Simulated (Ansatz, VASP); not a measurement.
# Mo: VASP beside Ansatz

```
Mo
1.0
     2.74476    0.00000    0.00000
    -1.37238    2.37703    0.00000
     0.00000    0.00000    2.48760
Mo
1
Direct
  0.00000 0.00000 0.50000
```

Alike in both runs: functional BLYP; dispersion D3(BJ); k mesh 11 × 11 × 11; no spin polarisation.

Ansatz relaxed the structure, and its values are those at the end. VASP's run is a single point on that final structure, the one shown.

```csv
,VASP,Ansatz
version,VASP 6.6.1,Ansatz 0.2.0
potentials or method,"VASP PAW PBE potentials, release 64 (Mo_sv), cutoff 520 eV","plane waves, PAW"
occupations,"methfessel-paxton of order 1, width 0.1 eV","cold, width 0.1 eV"
valence electrons in the cell,14,14
```

Ansatz gave:

| Quantity | Value |
| --- | --- |
| pressure (GPa) | 0.0 |

**Question.** What did VASP give for the same quantities?

**Answer.** Pressure (GPa): 1.1.

VASP's potentials were made for PBE, not for BLYP.
